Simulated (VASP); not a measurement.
# BN (P6_3/mmc) in VASP: dielectric tensor with PBE

Aim: the dielectric tensor of BN with PBE.

All numbers are computed with VASP 6.6.1; they aren't measurements. Logs are shortened: lines on timing, memory, paths and dates and some standing lists are left out, and cuts for length are marked.

**1. The cell of the first run**

The structure is hexagonal, space group P6_3/mmc (No. 194). The conventional cell has a = 2.491 Å, b = 2.491 Å, c = 4.001 Å, α = 90.00°, β = 90.00°, γ = 120.00°. B (site symmetry -3m) has 6 N at 1.75 Å and 2 B at 2.00 Å within 2.3 Å. Within 2.3 Å of N (site symmetry -6m2) lie 6 B at 1.75 Å.

**2. Dielectric tensor, PBE**

Input file INCAR:

```
ALGO = Normal ; EDIFF = 1E-8
ENCUT = 520 ; GGA = PE
ISIF = 2 ; ISMEAR = 0
LASPH = True ; LCHARG = False
LEPSILON = True ; LREAL = False
LWAVE = False ; NELM = 100
PREC = Accurate ; SIGMA = 0.01
```

Input file KPOINTS:

```
k-points
0
Gamma
  9 9 6
```

Input file POSCAR:

```
BN
1.0
    2.4913353523      0.0000000000      0.0000000000
   -1.2456676762      2.1575597044      0.0000000000
    0.0000000000      0.0000000000      4.0010591823
B N
2 2
Direct
    0.0000000000      0.0000000000      0.0000000000
    0.0000000000      0.0000000000      0.5000000000
    0.3333333333      0.6666666667      0.2500000000
    0.6666666667      0.3333333333      0.7500000000
```

Potentials or basis: VASP PAW PBE potentials, release 64 (B, N).

Started as:

```sh
> cat potpaw_PBE.64/B/POTCAR potpaw_PBE.64/N/POTCAR > POTCAR
> mpirun -np 1 vasp_std > vasp.out
```

OUTCAR:

```text
EDIFF = 1E-8
   ENCUT = 520
   GGA = PE
   ISIF = 2
   ISMEAR = 0
   LASPH = True
   LEPSILON = True
   LREAL = False
   NELM = 100
   PREC = Accurate

 ion  position               nearest neighbor table
   1  0.000  0.000  0.000-   3 1.75   4 1.75   3 1.75   4 1.75   4 1.75   3 1.75   2 2.00   2 2.00

   2  0.000  0.000  0.500-   3 1.75   4 1.75   3 1.75   4 1.75   4 1.75   3 1.75   1 2.00   1 2.00

   3  0.333  0.667  0.250-   1 1.75   2 1.75   1 1.75   2 1.75   1 1.75   2 1.75
   4  0.667  0.333  0.750-   1 1.75   2 1.75   1 1.75   2 1.75   1 1.75   2 1.75

  LATTYP: Found a hexagonal cell.
 ALAT       =     2.4913353523
 C/A-ratio  =     1.6059898073

  Lattice vectors:

 A1 = (   2.4913353523,   0.0000000000,   0.0000000000)
 A2 = (  -1.2456676762,   2.1575597044,   0.0000000000)
 A3 = (   0.0000000000,   0.0000000000,   4.0010591823)

Analysis of symmetry for initial positions (statically):
=====================================================================
 Subroutine PRICEL returns:
 Original cell was already a primitive cell.

 Routine SETGRP: Setting up the symmetry group for a
 hexagonal supercell.

 Subroutine GETGRP returns: Found 24 space group operations
 (whereof 12 operations were pure point group operations)
 out of a pool of 24 trial point group operations.

The static configuration has the point symmetry D_3d.
 The point group associated with its full space group is D_6h.

Analysis of symmetry for dynamics (positions and initial velocities):
=====================================================================
 Subroutine PRICEL returns:
 Original cell was already a primitive cell.

 Routine SETGRP: Setting up the symmetry group for a
 hexagonal supercell.

 Subroutine GETGRP returns: Found 24 space group operations
 (whereof 12 operations were pure point group operations)
 out of a pool of 24 trial point group operations.

The dynamic configuration has the point symmetry D_3d.
 The point group associated with its full space group is D_6h.

 Subroutine INISYM returns: Found 24 space group operations
 (whereof 12 operations are pure point group operations),
 and found     1 'primitive' translations

----------------------------------------------------------------------------------------

                                     Primitive cell

  volume of cell :      21.5065

  direct lattice vectors                    reciprocal lattice vectors
     2.491335352  0.000000000  0.000000000     0.401391165  0.231743297  0.000000000
    -1.245667676  2.157559704  0.000000000     0.000000000  0.463486595  0.000000000
     0.000000000  0.000000000  4.001059182     0.000000000  0.000000000  0.249933819

  length of vectors
     2.491335352  2.491335352  4.001059182     0.463486595  0.463486595  0.249933819

  position of ions in fractional coordinates (direct lattice)
     0.000000000  0.000000000  0.000000000
     0.000000000  0.000000000  0.500000000
     0.333333333  0.666666667  0.250000000
     0.666666667  0.333333333  0.750000000

  ion indices of the primitive-cell ions
   primitive index   ion index
                 1           1
                 2           2
                 3           3
                 4           4

----------------------------------------------------------------------------------------

 KPOINTS: k-points

Automatic generation of k-mesh.
 Grid dimensions read from file:
 generate k-points for:    9    9    6

 Generating k-lattice:

  Cartesian coordinates                     Fractional coordinates (reciprocal lattice)
     0.044599018  0.025749255  0.000000000     0.111111111  0.000000000  0.000000000
     0.000000000  0.051498511  0.000000000     0.000000000  0.111111111  0.000000000
     0.000000000  0.000000000  0.041655636     0.000000000  0.000000000  0.166666667

  Length of vectors
     0.051498511  0.051498511  0.041655636

  Shift w.r.t. Gamma in fractional coordinates (k-lattice)
     0.000000000  0.000000000  0.000000000

 Subroutine IBZKPT returns following result:
 ===========================================

 Found     48 irreducible k-points:

 Following reciprocal coordinates:
            Coordinates               Weight
  0.000000  0.000000  0.000000      1.000000
  0.111111  0.000000  0.000000      6.000000
  0.222222  0.000000  0.000000      6.000000
  0.333333  0.000000  0.000000      6.000000
  0.444444  0.000000  0.000000      6.000000
  0.111111  0.111111  0.000000      6.000000
[... 45 lines left out ...]
   POTIM  = 0.5000    time-step for ionic-motion
   TEBEG  =    0.0;   TEEND  =   0.0 temperature during run
   PSTRESS=    0.0 pullay stress
   NELECT =      16.0000    total number of electrons
   NUPDOWN=      -1.0000    fix difference up-down
   EMIN   =  10.00;   EMAX   =-10.00  energy-range for DOS
   EFERMI =   0.00;   METHOD = LEGACY
   ISMEAR =     0;   SIGMA  =   0.01  broadening in eV -4-tet -1-fermi 0-gaus
   EFERMI_NEDOS =   21; number of points for ismear=-14 and -15
   IALGO  =     38    algorithm
   IMIX   =      4    mixing-type and parameters
     AMIX     =   0.40;   BMIX     =  1.00
     AMIX_MAG =   1.60;   BMIX_MAG =  1.00
  volume/ion in A,a.u.               =       5.38        36.28
  Fermi-wavevector in a.u.,A,eV,Ry     =   1.483400  2.803219 29.939272  2.200474
  Thomas-Fermi vector in A             =   2.597066
   LORBIT       =      0    0 simple, 1 ext, 2 COOP (PROOUT), +10 PAW based schemes
   GGA     = PE    functional components
   LHFCALC =     F    Hartree Fock is set to
   AEXX    =    0.0000 exact exchange contribution
   IVDW    =     0    specifies the selected vdW correction
   LEPSILON=     T    determine dielectric tensor
   LRPA    =     F    only Hartree local field effects (RPA)
 non-spin polarized calculation
 Gauss-broadening in eV      SIGMA  =   0.01
  energy-cutoff  :      520.00
  volume of cell :       21.51
 maximum number of plane-waves:       590
 NGX is ok and might be reduce to    20
   NGX =  9   NGY =  9   NGZ = 15

--------------------------------------- Ionic step        1  -------------------------------------------

 number of electron      15.9999997 magnetization

 E-fermi :  10.1609     XC(G=0): -13.6620

 val. band max:       10.1035466425   @ k =   0.2222   0.0000   0.0000
 cond. band min:      11.7178508424   @ k =   0.3333   0.3333   0.0000
 fundamental gap:      1.6143041999
 Fermi energy:        10.1608661041

 k-point     1 :       0.0000    0.0000    0.0000
  band No.  band energies     occupation
      1     -12.1714      2.00000
      2      -7.0428      2.00000
      3      -2.0625      2.00000
      4       8.6806      2.00000
      5       8.6806      2.00000
      6       9.4607      2.00000
      7       9.4607      2.00000
      8       9.9536      2.00000
      9      15.9501      0.00000
     10      18.2969      0.00000
     11      18.4831      0.00000
     12      18.4833      0.00000
[... 331 lines left out ...]
 k-point    24 :       0.3333    0.3333    0.1667
  band No.  band energies     occupation
      1      -5.3134      2.00000
      2      -5.3134      2.00000
      3      -1.5287      2.00000
      4       1.0613      2.00000
      5       2.0140      2.00000
      6       2.0140      2.00000
      7       6.1264      2.00000
      8       6.1264      2.00000
      9      12.3479      0.00000
     10      19.5327      0.00000
     11      19.5327      0.00000
     12      21.1508      0.00000

 [... further k-points ...]

  FORCE on cell =-STRESS in cart. coord.  units (eV):
  Direction    XX          YY          ZZ          XY          YZ          ZX
  --------------------------------------------------------------------------------------
  -------------------------------------------------------------------------------------
  Total        0.5107063      0.5107063      0.7972570     -0.0000000      0.0000000      0.0000000
  in kB       38.0462467     38.0462467     59.3935000     -0.0000000      0.0000000      0.0000000
  external PRESSURE =      45.1619978 kB  Pullay stress =       0.0000000 kB

 VOLUME and BASIS-vectors are now :
 -----------------------------------------------------------------------------
  energy-cutoff  :      520.00
  volume of cell :       21.51
      direct lattice vectors                 reciprocal lattice vectors
     2.491335352  0.000000000  0.000000000     0.401391165  0.231743297  0.000000000
    -1.245667676  2.157559704  0.000000000     0.000000000  0.463486595  0.000000000
     0.000000000  0.000000000  4.001059182     0.000000000  0.000000000  0.249933819

 POSITION                                       TOTAL-FORCE (eV/Angst)
 -----------------------------------------------------------------------------------
      0.00000      0.00000      0.00000        -0.000000      0.000000      0.000000
      0.00000      0.00000      2.00053        -0.000000      0.000000      0.000000
     -0.00000      1.43837      1.00026         0.000000     -0.000000     -0.000000
      1.24567      0.71919      3.00079         0.000000      0.000000     -0.000000
 -----------------------------------------------------------------------------------
    total drift:                                0.000000     -0.000000      0.000000

  FREE ENERGIE OF THE ION-ELECTRON SYSTEM (eV)
  ---------------------------------------------------
  free  energy   TOTEN  =       -27.8423034426 eV

  energy  without entropy=      -27.8423034426  energy(sigma->0) =      -27.84230344

 HEAD OF MICROSCOPIC STATIC DIELECTRIC TENSOR (INDEPENDENT PARTICLE, excluding Hartree and local field effects)
 ------------------------------------------------------
           8.344152    -0.000000     0.000000
          -0.000000     8.344152     0.000000
           0.000000    -0.000000     9.503009
 ------------------------------------------------------

 Free energy of the ion-electron system (eV)
  ---------------------------------------------------
  ---------------------------------------------------
  free energy    TOTEN  =        -0.45352511 eV

  energy without entropy =       -0.45352511

------------------------ aborting loop because EDIFF is reached ----------------------------------------

--------------------------------------- Ionic step        2  -------------------------------------------

------------------------ aborting loop because EDIFF is reached ----------------------------------------

--------------------------------------- Ionic step        3  -------------------------------------------

 Free energy of the ion-electron system (eV)
  ---------------------------------------------------
  ---------------------------------------------------
  free energy    TOTEN  =        -0.51768518 eV

  energy without entropy =       -0.51768518

------------------------ aborting loop because EDIFF is reached ----------------------------------------

 PIEZOELECTRIC TENSOR FIELD DIRECTION 3  (e Angst)
 -----------------------------------------------------------------------------
    -0.00079  0.00000  0.00000           (  0.00000 -0.00000  0.00000)
    -0.00000 -0.00079  0.00000           ( -0.00000  0.00000  0.00000)
     0.00000  0.00000  0.00145           (  0.00000  0.00000  0.00002)

 PIEZOELECTRIC TENSOR FIELD DIRECTION 3  (C/m^2)
 -----------------------------------------------------------------------------
    -0.00059  0.00000  0.00000
    -0.00000 -0.00059  0.00000
     0.00000  0.00000  0.00108

 MACROSCOPIC STATIC DIELECTRIC TENSOR (including local field effects in DFT)
 ------------------------------------------------------
           8.137547    -0.000000     0.000000
          -0.000000     8.137547    -0.000000
           0.000000     0.000000     9.220528
 ------------------------------------------------------

 PIEZOELECTRIC TENSOR (including local field effects)  for field in x, y, z        (e  Angst)
          XX          YY          ZZ          XY          YZ          ZX
  --------------------------------------------------------------------------------
  x     0.00000     0.00000     0.00000     0.00000     0.00000     0.00000
  y     0.00000     0.00000     0.00000     0.00000     0.00000     0.00000
  z     0.00000     0.00000     0.00000     0.00000     0.00000     0.00000

 PIEZOELECTRIC TENSOR (including local field effects)  for field in x, y, z        (C/m^2)
          XX          YY          ZZ          XY          YZ          ZX
  --------------------------------------------------------------------------------
  x     0.00000     0.00000     0.00000     0.00000     0.00000     0.00000
  y     0.00000     0.00000     0.00000     0.00000     0.00000     0.00000
  z     0.00000     0.00000     0.00000     0.00000     0.00000     0.00000

 BORN EFFECTIVE CHARGES (including local field effects) (in |e|, cummulative output)
 ---------------------------------------------------------------------------------
 ion    1
    1     3.37067    -0.00000    -0.00000
    2    -0.00000     3.37067     0.00000
    3     0.00000     0.00000     3.98271
 ion    2
    1     3.37067    -0.00000     0.00000
    2    -0.00000     3.37067    -0.00000
    3     0.00000    -0.00000     3.98271
 ion    3
    1    -3.37067     0.00000     0.00000
    2     0.00000    -3.37067     0.00000
    3     0.00000     0.00000    -3.98271
 ion    4
    1    -3.37067     0.00000     0.00000
    2     0.00000    -3.37067     0.00000
    3     0.00000     0.00000    -3.98271
```

It took 2 min on 1 thread of Intel Xeon Platinum 8259CL at 2.50GHz (Skylake/Cascade Lake), shared host; peak memory 0.18 GiB.

Results:

```yaml
Band_gap_on_the_k_mesh: 1.61 eV, indirect (least direct gap 5.20 eV)
Electronic_dielectric_tensor_diagonal: 8.14, 8.14, 9.22
Born_charges_mean_of_the_diagonal: B +3.57; N -3.57 e
```

Levels at points of the mesh, in eV from the valence-band top:
```tsv
k point	band 5	band 6	band 7	band 8	band 9	band 10	band 11	band 12
(0.00, 0.00, 0.00)	-1.42	-0.64	-0.64	-0.15	5.85	8.19	8.38	8.38
(0.00, 0.00, 0.50)	-0.92	-0.92	-0.92	-0.92	7.12	7.12	7.83	7.83
```

Electronic dielectric tensor:
```
8.14 0.00 0.00
0.00 8.14 0.00
0.00 0.00 9.22
```

Born effective charge tensors (e):
atom 1, B
```
3.37 0.00 0.00
0.00 3.37 0.00
0.00 0.00 3.98
```
atom 2, B
```
3.37 0.00 0.00
0.00 3.37 0.00
0.00 0.00 3.98
```
atom 3, N
```
-3.37  0.00  0.00
 0.00 -3.37  0.00
 0.00  0.00 -3.98
```
atom 4, N
```
-3.37  0.00  0.00
 0.00 -3.37  0.00
 0.00  0.00 -3.98
```

A k mesh can miss the band edges. A hybrid or GW would open this gap; PBE tends to underestimate it.
